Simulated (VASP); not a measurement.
## Li3ScPb2: single point with PBE

The system is Li3ScPb2.

```
Li Sc Pb
1.0
     5.79200    0.00000    0.00000
    -2.89600    5.01602    0.00000
     0.00000    0.00000    4.66951
Li Sc Pb
3 1 2
Cartesian
  1.4480 2.5080 2.3348
  2.8960 0.0000 2.3348
  -1.4480 2.5080 2.3348
  0.0000 0.0000 0.0000
  2.8960 1.6720 0.0000
  0.0000 3.3440 0.0000
```

The cell was generated, and may not be a known phase.

```json
{
  "Program": "VASP 6.6.1",
  "Task": "single point",
  "Functional": "PBE",
  "Potentials or basis": "VASP PAW PBE potentials, release 64 (Li_sv, Sc_sv, Pb_d)",
  "Cutoff": "520 eV",
  "k mesh": "3 × 3 × 4",
  "Occupations": "gaussian, width 0.1 eV",
  "Spin": "collinear spin",
  "Starting moments": "[0.0, 0.0, 0.0, 1.0, 0.0, 0.0] μB"
}
```

```
Net moment                                            : 1.01 μB per cell
Site moments                                          : Li +0.01; Sc +0.45; Pb +0.01 μB
Valence electrons inside the program's atomic spheres : Li 2.09; Sc 9.18; Pb 12.10
```

Levels at points of the mesh, in eV from the Fermi level:
Spin up:
```csv
k point,band 23,band 24,band 25,band 26,band 27,band 28
"(0.00, 0.00, 0.00)",-0.94,-0.61,-0.61,0.83,0.83,1.66
"(0.00, 0.00, 0.50)",-1.40,-0.09,-0.09,0.67,0.67,1.30
```
Spin down:
| k point | band 21 | band 22 | band 23 | band 24 | band 25 | band 26 | band 27 | band 28 |
| --- | --- | --- | --- | --- | --- | --- | --- | --- |
| (0.00, 0.00, 0.00) | -2.38 | -1.69 | -0.47 | -0.34 | -0.34 | 1.28 | 1.28 | 2.01 |
| (0.00, 0.00, 0.50) | -2.33 | -2.33 | -1.40 | 0.35 | 0.35 | 0.87 | 0.87 | 1.66 |

It took 6.9 min on 1 thread of AMD EPYC 9R45 96-Core Processor (Zen 5) (shared host), peak memory 0.34 GiB.

Caveat: the k points lie up to 0.42 Å⁻¹ apart; spin-orbit coupling is left out, which moves the levels of the heavy elements.
